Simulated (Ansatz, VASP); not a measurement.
Given: the input of a run of Ansatz 0.2.0 on AlN.

Contents of input.yaml:

```yaml
crystal:
  lattice:
    - [3.0494515564, 0.0, 0.0]
    - [-1.5247257782, 2.6409025155, 0.0]
    - [0.0, 0.0, 4.8793184075]
  atoms:
    - { symbol: Al, position: [0.6666666667, 0.3333333333, 0.5] }
    - { symbol: Al, position: [0.3333333333, 0.6666666667, 0.0] }
    - { symbol: "N", position: [0.6666666667, 0.3333333333, 0.88] }
    - { symbol: "N", position: [0.3333333333, 0.6666666667, 0.38] }
hamiltonian:
  xc: rpbe
  pseudopotentials: { kind: paw }
  dispersion: d4
kpoints:
  mp_grid: { grid: [10, 10, 6] }
scf:
  occupations: { method: fermi_dirac, width: 0.05 }
output:
  forces: true
  stress: true
  eigenvalues: true
```

Potentials or basis: Ansatz PAW.

Launch:

```sh
$ ansatz run input.yaml --threads 2 --pin off --max-ram 5120MiB --backend cpu --events-out ev --progress --plain --runs-dir out
```

Problem. Set up the same calculation for VASP 6.6.1. Potentials there: VASP PAW PBE potentials, release 64 (Al, N).

Solution. As run (the cutoff follows the program's own potentials):

The input INCAR:

```
SYSTEM = AlN
ALGO = Normal ; EDIFF = 1E-6
ENCUT = 520 ; GGA = RP
ISIF = 2 ; ISMEAR = -1
IVDW = 13 ; LASPH = .True.
LCHARG = .True. ; LELF = .True.
LREAL = .False. ; LVHAR = .True.
LWAVE = .False. ; NBANDS = 16
NELM = 60 ; PREC = Accurate
SIGMA = 0.05
```

The input KPOINTS:

```
k-points
0
Gamma
  10 10 6
  0 0 0
```

POSCAR

```
AlN
1.0
    3.0494515564      0.0000000000      0.0000000000
   -1.5247257782      2.6409025155      0.0000000000
    0.0000000000      0.0000000000      4.8793184075
Al N
2 2
Direct
    0.6666666667      0.3333333333      0.5000000000
    0.3333333333      0.6666666667      0.0000000000
    0.6666666667      0.3333333333      0.8800000000
    0.3333333333      0.6666666667      0.3800000000
```

Potentials or basis: VASP PAW PBE potentials, release 64 (Al, N).

The run is started by

```console
$ cat potpaw_PBE.64/Al/POTCAR potpaw_PBE.64/N/POTCAR > POTCAR
$ mpirun -np 1 vasp_std > vasp.out
```

Both were run:

|  | VASP | Ansatz | Ansatz less VASP |
| --- | --- | --- | --- |
| gap on the k mesh at the Fermi level (eV) | 4.82 | 4.79 | -0.029 |
| least direct gap on the mesh (eV) | 4.82 | 4.79 | -0.029 |
| pressure (GPa) | 9.2 | 9.9 | +0.71 |
| traceless stress, the component that is largest in VASP (GPa) | 0.96 | 0.90 | -0.060 |
| rms of the force components (eV/Å) | 0.099 | 0.101 | +0.0018 |

VASP's potentials were made for PBE, not for RPBE. Atom by atom the forces differ by 0.002 eV/Å (rms over components).
